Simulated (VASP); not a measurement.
# C (Fd-3m) in VASP: notebook

The runs below take C through relaxation of cell and atoms, single point, with LDA.

Everything below comes from runs of VASP 6.6.1. Logs are shortened: lines on timing, memory, paths and dates and some standing lists are left out, and cuts for length are marked.

## Step 1: The cell of the first run

It takes space group Fd-3m (No. 227, cubic). The conventional cell has a = 3.567 Å, b = 3.567 Å, c = 3.567 Å, α = 90.00°, β = 90.00°, γ = 90.00°. Within 2.1 Å of C (site symmetry -43m) lie 4 C at 1.54 Å.

## Step 2: Relaxation of cell and atoms, LDA

File INCAR:

```
SYSTEM = C
ALGO     = Normal         ! electronic algorithm
EDIFF    = 1E-6           ! SCF threshold, eV
EDIFFG   = -0.01          ! ionic threshold
ENCUT    = 600            ! plane-wave cutoff, eV
GGA      = CA             ! functional
IBRION   = 2              ! ionic algorithm
ISIF     = 3              ! what is computed and relaxed
ISMEAR   = -1             ! smearing method
LASPH    = .TRUE.         ! aspherical terms in the spheres
LCHARG   = .FALSE.        ! write CHGCAR
LREAL    = .FALSE.        ! projectors in reciprocal space
LWAVE    = .FALSE.        ! write WAVECAR
NELM     = 60             ! most SCF steps
NSW      = 80             ! ionic steps
PREC     = Accurate       ! precision mode
SIGMA    = 0.05           ! smearing width, eV
```

File KPOINTS:

```
k-points
0
G
  8 8 8
  0 0 0
```

File POSCAR:

```
C
1.0
    0.0000000000      1.7834000000      1.7834000000
    1.7834000000      0.0000000000      1.7834000000
    1.7834000000      1.7834000000      0.0000000000
C
2
Direct
    0.5000000000      0.5000000000      0.5000000000
    0.7500000000      0.7500000000      0.7500000000
```

Potentials or basis: VASP PAW LDA potentials, release 64 (C).

Started as:

```sh
cat potpaw_LDA.64/C/POTCAR > POTCAR
mpirun -np 1 vasp_std > vasp.out
```

OUTCAR:

```text
SYSTEM = C
   EDIFF = 1E-6
   EDIFFG = -0.01
   ENCUT = 600
   GGA = CA
   IBRION = 2
   ISIF = 3
   ISMEAR = -1
   LASPH = .TRUE.
   LREAL = .FALSE.
   NELM = 60
   NSW = 80
   PREC = Accurate

 ion  position               nearest neighbor table
   1  0.500  0.500  0.500-   2 1.54   2 1.54   2 1.54   2 1.54
   2  0.750  0.750  0.750-   1 1.54   1 1.54   1 1.54   1 1.54

  LATTYP: Found a face centered cubic cell.
 ALAT       =     3.5668000000

  Lattice vectors:

 A1 = (   0.0000000000,   1.7834000000,   1.7834000000)
 A2 = (   1.7834000000,   0.0000000000,   1.7834000000)
 A3 = (   1.7834000000,   1.7834000000,   0.0000000000)

Analysis of symmetry for initial positions (statically):
=====================================================================
 Subroutine PRICEL returns:
 Original cell was already a primitive cell.

 Routine SETGRP: Setting up the symmetry group for a
 face centered cubic supercell.

 Subroutine GETGRP returns: Found 48 space group operations
 (whereof 24 operations were pure point group operations)
 out of a pool of 48 trial point group operations.

The static configuration has the point symmetry T_d .
 The point group associated with its full space group is O_h .

Analysis of symmetry for dynamics (positions and initial velocities):
=====================================================================
 Subroutine PRICEL returns:
 Original cell was already a primitive cell.

 Routine SETGRP: Setting up the symmetry group for a
 face centered cubic supercell.

 Subroutine GETGRP returns: Found 48 space group operations
 (whereof 24 operations were pure point group operations)
 out of a pool of 48 trial point group operations.

The dynamic configuration has the point symmetry T_d .
 The point group associated with its full space group is O_h .

 Subroutine INISYM returns: Found 48 space group operations
 (whereof 24 operations are pure point group operations),
 and found     1 'primitive' translations

----------------------------------------------------------------------------------------

                                     Primitive cell

  volume of cell :      11.3443

  direct lattice vectors                    reciprocal lattice vectors
     0.000000000  1.783400000  1.783400000    -0.280363351  0.280363351  0.280363351
     1.783400000  0.000000000  1.783400000     0.280363351 -0.280363351  0.280363351
     1.783400000  1.783400000  0.000000000     0.280363351  0.280363351 -0.280363351

  length of vectors
     2.522108467  2.522108467  2.522108467     0.485603568  0.485603568  0.485603568

  position of ions in fractional coordinates (direct lattice)
     0.500000000  0.500000000  0.500000000
     0.750000000  0.750000000  0.750000000

  ion indices of the primitive-cell ions
   primitive index   ion index
                 1           1
                 2           2

----------------------------------------------------------------------------------------

 KPOINTS: k-points

Automatic generation of k-mesh.
 Grid dimensions read from file:
 generate k-points for:    8    8    8

 Generating k-lattice:

  Cartesian coordinates                     Fractional coordinates (reciprocal lattice)
    -0.035045419  0.035045419  0.035045419     0.125000000  0.000000000  0.000000000
     0.035045419 -0.035045419  0.035045419     0.000000000  0.125000000  0.000000000
     0.035045419  0.035045419 -0.035045419     0.000000000  0.000000000  0.125000000

  Length of vectors
     0.060700446  0.060700446  0.060700446

  Shift w.r.t. Gamma in fractional coordinates (k-lattice)
     0.000000000  0.000000000  0.000000000

 Subroutine IBZKPT returns following result:
 ===========================================

 Found     29 irreducible k-points:

 Following reciprocal coordinates:
            Coordinates               Weight
  0.000000  0.000000  0.000000      1.000000
  0.125000  0.000000  0.000000      8.000000
  0.250000  0.000000  0.000000      8.000000
  0.375000  0.000000  0.000000      8.000000
  0.500000  0.000000  0.000000      4.000000
  0.125000  0.125000  0.000000      6.000000
[... 16 lines left out ...]
  0.500000  0.250000  0.125000     48.000000
 -0.375000  0.250000  0.125000     24.000000
 [... further k-points ...]
   k-points           NKPTS =     29   k-points in BZ     NKDIM =     29   number of bands    NBANDS=      8
   number of dos      NEDOS =    301   number of ions     NIONS =      2
   total plane-waves  NPLWV =   8000
   dimension x,y,z NGX =    20 NGY =   20 NGZ =   20
   dimension x,y,z NGXF=    40 NGYF=   40 NGZF=   40
   ions per type =               2
   NGX,Y,Z   is equivalent  to a cutoff of  13.18, 13.18, 13.18 a.u.
   NGXF,Y,Z  is equivalent  to a cutoff of  26.37, 26.37, 26.37 a.u.
 SYSTEM =  C
   PREC   = accura    normal or accurate (medium, high low for compatibility)
   ISTART =      0    job   : 0-new  1-cont  2-samecut
   ICHARG =      2    charge: 1-file 2-atom 10-const
   ISPIN  =      1    spin polarized calculation?
   LNONCOLLINEAR =      F non collinear calculations
   LSORBIT =      F    spin-orbit coupling
   LASPH  =      T    aspherical Exc in radial PAW
   ENCUT  =  600.0 eV  44.10 Ry    6.64 a.u.   5.04  5.04  5.04*2*pi/ulx,y,z
   NELM   =     60;   NELMIN=  2; NELMDL= -5     # of ELM steps
   EDIFF  = 0.1E-05   stopping-criterion for ELM
   LREAL  =      F    real-space projection
   EDIFFG = -.1E-01   stopping-criterion for IOM
   NSW    =     80    number of steps for IOM
   IBRION =      2    ionic relax: 0-MD 1-quasi-New 2-CG
   NFREE  =      1    steps in history (QN), initial steepest desc. (CG)
   ISIF   =      3    stress and relaxation
   ISYM   =      2    0-nonsym 1-usesym 2-fastsym
   POTIM  = 0.5000    time-step for ionic-motion
   TEBEG  =    0.0;   TEEND  =   0.0 temperature during run
   PSTRESS=    0.0 pullay stress
   NELECT =       8.0000    total number of electrons
   NUPDOWN=      -1.0000    fix difference up-down
   EMIN   =  10.00;   EMAX   =-10.00  energy-range for DOS
   EFERMI =   0.00;   METHOD = LEGACY
   ISMEAR =    -1;   SIGMA  =   0.05  broadening in eV -4-tet -1-fermi 0-gaus
   EFERMI_NEDOS =   21; number of points for ismear=-14 and -15
   IALGO  =     38    algorithm
   IMIX   =      4    mixing-type and parameters
     AMIX     =   0.40;   BMIX     =  1.00
     AMIX_MAG =   1.60;   BMIX_MAG =  1.00
  volume/ion in A,a.u.               =       5.67        38.28
  Fermi-wavevector in a.u.,A,eV,Ry     =   1.457178  2.753668 28.890189  2.123369
  Thomas-Fermi vector in A             =   2.574010
   LORBIT       =      0    0 simple, 1 ext, 2 COOP (PROOUT), +10 PAW based schemes
   GGA     = CA    functional components
   LHFCALC =     F    Hartree Fock is set to
   AEXX    =    0.0000 exact exchange contribution
   IVDW    =     0    specifies the selected vdW correction
   LEPSILON=     F    determine dielectric tensor
   LRPA    =     F    only Hartree local field effects (RPA)
 conjugate gradient relaxation of ions
 non-spin polarized calculation
  energy-cutoff  :      600.00
  volume of cell :       11.34
 maximum number of plane-waves:       391
   NGX =  9   NGY =  9   NGZ =  9

--------------------------------------- Ionic step        1  -------------------------------------------

 number of electron       7.9999999 magnetization

 Free energy of the ion-electron system (eV)
  ---------------------------------------------------
  ext. energy  EPLUGINS =         0.00000000
  ---------------------------------------------------
  free energy    TOTEN  =       -20.24064395 eV

  energy without entropy =      -20.24064395  energy(sigma->0) =      -20.24064395

------------------------ aborting loop because EDIFF is reached ----------------------------------------

  FORCE on cell =-STRESS in cart. coord.  units (eV):
  Direction    XX          YY          ZZ          XY          YZ          ZX
  --------------------------------------------------------------------------------------
  -------------------------------------------------------------------------------------
  Total       -0.8768190     -0.8768190     -0.8768190     -0.0000000      0.0000000      0.0000000
  in kB     -123.8352372   -123.8352372   -123.8352372     -0.0000000      0.0000000      0.0000000
  external PRESSURE =    -123.8352372 kB  Pullay stress =       0.0000000 kB
[... 57 lines left out ...]
  energy  without entropy=      -20.2316709731  energy(sigma->0) =      -20.23167097

--------------------------------------- Ionic step        3  -------------------------------------------

 number of electron       7.9999998 magnetization

 Free energy of the ion-electron system (eV)
  ---------------------------------------------------
  ext. energy  EPLUGINS =         0.00000000
  ---------------------------------------------------
  free energy    TOTEN  =       -20.25301553 eV

  energy without entropy =      -20.25301553  energy(sigma->0) =      -20.25301553

 E-fermi :  11.0761     XC(G=0): -13.6340

 val. band max:       10.1317629384   @ k =   0.0000   0.0000   0.0000
 cond. band min:      14.2981875246   @ k =   0.3750   0.3750   0.0000
 fundamental gap:      4.1664245861
 Fermi energy:        11.0760828995

 k-point     1 :       0.0000    0.0000    0.0000
  band No.  band energies     occupation
      1     -11.5589      2.00000
      2      10.1318      2.00000
      3      10.1318      2.00000
      4      10.1318      2.00000
      5      15.7526      0.00000
      6      15.7526      0.00000
      7      15.7526      0.00000
      8      24.3257      0.00000
[... 243 lines left out ...]
 k-point    24 :      -0.3750    0.2500    0.1250
  band No.  band energies     occupation
      1      -4.5395      2.00000
      2      -2.4729      2.00000
      3       3.7499      2.00000
      4       5.3131      2.00000
      5      18.3960      0.00000
      6      19.8203      0.00000
      7      23.5497      0.00000
      8      25.1857      0.00000

 [... further k-points ...]

------------------------ aborting loop because EDIFF is reached ----------------------------------------

  FORCE on cell =-STRESS in cart. coord.  units (eV):
  Direction    XX          YY          ZZ          XY          YZ          ZX
  --------------------------------------------------------------------------------------
  -------------------------------------------------------------------------------------
  Total       -0.0074992     -0.0074992     -0.0074992     -0.0000000      0.0000000     -0.0000000
  in kB       -1.0889437     -1.0889437     -1.0889437     -0.0000000      0.0000000     -0.0000000
  external PRESSURE =      -1.0889437 kB  Pullay stress =       0.0000000 kB
[... 17 lines left out ...]
  FREE ENERGIE OF THE ION-ELECTRON SYSTEM (eV)
  ---------------------------------------------------
  free  energy   TOTEN  =       -20.2530155283 eV

  energy  without entropy=      -20.2530155282  energy(sigma->0) =      -20.25301553

 reached required accuracy - stopping structural energy minimisation
```

Wall time 5.5 s (1 thread of AMD EPYC 7R43 (Zen 3), shared host); peak memory 0.08 GiB.

Results:

```
Free energy                            : -20.2530 eV
Relaxed volume                         : 5.52 Å³/atom
Relaxed cell                           : a = 2.499 Å, b = 2.499 Å, c = 2.499 Å, α = 60.00°, β = 60.00°, γ = 60.00°
Space group after relaxing (to 0.05 Å) : Fd-3m (No. 227)
Energy gained by relaxing              : 6.2 meV/atom
Ionic steps                            : 3
Pressure after relaxing                : -0.1 GPa
Band gap on the k mesh                 : 4.17 eV, indirect (least direct gap 5.62 eV)
```

The path:
| step | energy change (eV) | largest force (eV/Å) | pressure (GPa) | volume (Å³) |
| --- | --- | --- | --- | --- |
| 1 | 0.0000 | 0.0000 | -12.38 | 11.34 |
| 2 | 0.0090 | 0.0000 | 17.97 | 10.64 |
| 3 | -0.0124 | 0.0000 | -0.11 | 11.03 |

Final structure:
```
CELL_PARAMETERS angstrom
0.00000 1.76697 1.76697
1.76697 0.00000 1.76697
1.76697 1.76697 0.00000
ATOMIC_POSITIONS crystal
C 0.50000 0.50000 0.50000
C 0.75000 0.75000 0.75000
```

A k mesh can miss the band edges. LDA usually gives volumes a few per cent too small.

## Step 3: Single point, LDA

This run uses another cell than the first one, of 5.51 Å³/atom, 0.971 times its volume.

File INCAR:

```
  PREC = Accurate
  ENCUT = 910
  EDIFF = 1E-6
  ISMEAR = -1
  SIGMA = 0.05
  LREAL = False
  LASPH = True
  NELM = 120
  ALGO = Normal
  ISIF = 2
  LWAVE = False
  LCHARG = False
  NBANDS = 11
  GGA_COMPAT = False
```

File KPOINTS:

```
Automatic mesh
0
Gamma
  8 8 8
```

File POSCAR:

```
C
1.0
    0.0000000000      1.7658874545      1.7658874545
    1.7658874545      0.0000000000      1.7658874545
    1.7658874545      1.7658874545      0.0000000000
C
2
Direct
    0.5000000000      0.5000000000      0.5000000000
    0.7500000000      0.7500000000      0.7500000000
```

Potentials or basis: VASP PAW LDA potentials, release 64 (C_h).

Started as:

```sh
cat potpaw_LDA.64/C_h/POTCAR > POTCAR
mpirun -np 1 vasp_std > vasp.out
```

OUTCAR:

```text
PREC = Accurate
   ENCUT = 910
   EDIFF = 1E-6
   ISMEAR = -1
   LREAL = False
   LASPH = True
   NELM = 120
   ISIF = 2

 ion  position               nearest neighbor table
   1  0.500  0.500  0.500-
   2  0.750  0.750  0.750-

  LATTYP: Found a face centered cubic cell.
 ALAT       =     3.5317749090

  Lattice vectors:

 A1 = (   0.0000000000,   1.7658874545,   1.7658874545)
 A2 = (   1.7658874545,   0.0000000000,   1.7658874545)
 A3 = (   1.7658874545,   1.7658874545,   0.0000000000)

Analysis of symmetry for initial positions (statically):
=====================================================================
 Subroutine PRICEL returns:
 Original cell was already a primitive cell.

 Routine SETGRP: Setting up the symmetry group for a
 face centered cubic supercell.

 Subroutine GETGRP returns: Found 48 space group operations
 (whereof 24 operations were pure point group operations)
 out of a pool of 48 trial point group operations.

The static configuration has the point symmetry T_d .
 The point group associated with its full space group is O_h .

[... 169 lines left out ...]
  band No.  band energies     occupation
      1     -10.3795      2.00000
      2      11.3384      2.00000
      3      11.3384      2.00000
      4      11.3384      2.00000
      5      16.9648      0.00000
      6      16.9648      0.00000
      7      16.9648      0.00000
      8      25.5695      0.00000
      9      30.7360      0.00000
     10      38.2902      0.00000
     11      38.2902      0.00000
[... 309 lines left out ...]
 k-point    24 :      -0.3750    0.2500    0.1250
  band No.  band energies     occupation
      1      -3.3477      2.00000
      2      -1.2870      2.00000
      3       4.9469      2.00000
      4       6.5099      2.00000
      5      19.6102      0.00000
      6      21.0429      0.00000
      7      24.7808      0.00000
      8      26.4137      0.00000
      9      29.6628      0.00000
     10      35.5040      0.00000
     11      37.9004      0.00000

 [... further k-points ...]

------------------------ aborting loop because EDIFF is reached ----------------------------------------

  FORCE on cell =-STRESS in cart. coord.  units (eV):
  Direction    XX          YY          ZZ          XY          YZ          ZX
  --------------------------------------------------------------------------------------
  -------------------------------------------------------------------------------------
  Total        0.0440649      0.0440649      0.0440649      0.0000000     -0.0000000     -0.0000000
  in kB        6.4103863      6.4103863      6.4103863      0.0000000     -0.0000000     -0.0000000
  external PRESSURE =       6.4103863 kB  Pullay stress =       0.0000000 kB

 VOLUME and BASIS-vectors are now :
 -----------------------------------------------------------------------------
  energy-cutoff  :      910.00
  volume of cell :       11.01
      direct lattice vectors                 reciprocal lattice vectors
     0.000000000  1.765887455  1.765887455    -0.283143752  0.283143752  0.283143752
     1.765887455  0.000000000  1.765887455     0.283143752 -0.283143752  0.283143752
     1.765887455  1.765887455  0.000000000     0.283143752  0.283143752 -0.283143752

 POSITION                                       TOTAL-FORCE (eV/Angst)
 -----------------------------------------------------------------------------------
      1.76589      1.76589      1.76589        -0.000000     -0.000000     -0.000000
      2.64883      2.64883      2.64883         0.000000      0.000000      0.000000
 -----------------------------------------------------------------------------------
    total drift:                                0.000000      0.000000     -0.000000

  FREE ENERGIE OF THE ION-ELECTRON SYSTEM (eV)
  ---------------------------------------------------
  free  energy   TOTEN  =       -20.2659287201 eV

  energy  without entropy=      -20.2659287201  energy(sigma->0) =      -20.26592872
```

stdout:

```text
POSCAR found type information on POSCAR C
 POSCAR found :  1 types and       2 ions
 scaLAPACK will be used
 LDA part: xc-table for (Slater(with rela. corr.)+CA(PZ))
 , standard interpolation
 POSCAR, INCAR and KPOINTS ok, starting setup
 FFT: planning ... GRIDC
 FFT: planning ... GRID_SOFT
 FFT: planning ... GRID
 WAVECAR not read
 entering main loop
```

It used 6.1 s of CPU time on 1 thread of AMD EPYC 7R13 Processor (Zen 3), on a shared host.

Results:

```
Free energy            : -20.2659 eV
Pressure               : 0.6 GPa
Band gap on the k mesh : 4.17 eV, indirect (least direct gap 5.63 eV)
```

Levels at points of the mesh, in eV from the valence-band top:
| k point | band 2 | band 3 | band 4 | band 5 | band 6 | band 7 |
| --- | --- | --- | --- | --- | --- | --- |
| (0.00, 0.00, 0.00) | 0.00 | 0.00 | 0.00 | 5.63 | 5.63 | 5.63 |
| (0.50, 0.00, 0.00) | -13.69 | -2.87 | -2.87 | 8.51 | 8.51 | 9.42 |
| (0.50, 0.50, 0.00) | -12.82 | -6.47 | -6.47 | 4.77 | 4.77 | 17.07 |

Caveat: the cutoff is under 1.25 times the usual one of these potentials, so pressure, stress and relaxed cells hold a basis-set (Pulay) error. A k mesh can miss the band edges.

(Continued in part 2 of 2.)
